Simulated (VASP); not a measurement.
A run of VASP 6.6.1 is set up as follows.

The input INCAR:

```
SYSTEM = Ta2O5
ALGO     = Normal         ! electronic algorithm
EDIFF    = 1E-6           ! SCF threshold, eV
EDIFFG   = -0.005         ! ionic threshold
ENCUT    = 600            ! plane-wave cutoff, eV
IBRION   = 2              ! ionic algorithm
ISIF     = 3              ! what is computed and relaxed
ISMEAR   = 0              ! smearing method
LASPH    = .TRUE.         ! aspherical terms in the spheres
LCHARG   = .FALSE.        ! write CHGCAR
LREAL    = .FALSE.        ! projectors in reciprocal space
LWAVE    = .FALSE.        ! write WAVECAR
NELM     = 80             ! most SCF steps
NSW      = 100            ! ionic steps
PREC     = Accurate       ! precision mode
SIGMA    = 0.02           ! smearing width, eV
```

The input KPOINTS:

```
k-points
0
G
  8 8 4
  0 0 0
```

The input POSCAR:

```
Ta2O5
1.0
    3.8414080139      0.0000000000      0.0000000000
    0.0000000000      3.8627157500      0.0000000000
   -1.8189421445      0.0000000000      6.5289594201
Ta O
2 5
Direct
    0.6495307300      0.0000000000      0.7913145300
    0.3504692700      0.0000000000      0.2086854700
    0.6621243000      0.5000000000      0.7983292900
    0.3378757000      0.5000000000      0.2016707100
    0.1897605700      0.0000000000      0.8706212500
    0.8102394300      0.0000000000      0.1293787500
    0.5000000000      0.0000000000      0.5000000000
```

Potentials or basis: VASP PAW LDA potentials, release 64 (Ta_pv, O).

Run with:

```bash
$ cat potpaw_LDA.64/Ta_pv/POTCAR potpaw_LDA.64/O/POTCAR > POTCAR
$ mpirun -np 1 vasp_std > vasp.out
```

(1) What does it give for the space group after relaxing (to 0.1 Å)?

(2) Predict the relaxed cell.

(3) Estimate the band gap on the k mesh.

(4) What does it give for the relaxed volume?

Answers

(1) Cmmm (No. 65).

(2) a = 3.818 Å, b = 3.845 Å, c = 6.740 Å, α = 90.00°, β = 106.34°, γ = 90.00°.

(3) 2.07 eV (least direct gap 2.68 eV).

(4) 13.56 Å³/atom.

Caveat: spin-orbit coupling is left out, which moves the levels of the heavy elements.
